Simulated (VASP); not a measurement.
A run of VASP 6.6.1:

Contents of INCAR:

```
SYSTEM = CdSe
PREC = Accurate
ENCUT = 600
EDIFF = 1E-6
ISMEAR = -1
SIGMA = 0.05
LREAL = .FALSE.
LASPH = .TRUE.
NELM = 80
ALGO = Normal
ISIF = 3
LWAVE = .FALSE.
LCHARG = .FALSE.
GGA = RP
IVDW = 12
IBRION = 2
NSW = 60
EDIFFG = -0.01
```

File KPOINTS:

```
regular mesh
0
G
  8 8 8
  0 0 0
```

File POSCAR:

```
CdSe
1.0
    0.0000000000      3.0702711986      3.0702711986
    3.0702711986      0.0000000000      3.0702711986
    3.0702711986      3.0702711986      0.0000000000
Cd Se
1 1
Direct
    0.0000000000      0.0000000000      0.0000000000
    0.2500000000      0.2500000000      0.2500000000
```

Potentials or basis: VASP PAW PBE potentials, release 64 (Cd, Se).

The run is started by

```console
$ cat potpaw_PBE.64/Cd/POTCAR potpaw_PBE.64/Se/POTCAR > POTCAR
$ mpirun -np 1 vasp_std > vasp.out
```

Hardware: 1 thread of Intel Xeon 8259CL (shared host).

Task: Estimate the wall time of this run.

Result: Wall time 2.1 min on 1 thread of Intel Xeon 8259CL, on a shared host, peak memory 0.24 GiB. Counts: scf iterations 33, k points 29, ion steps 3.
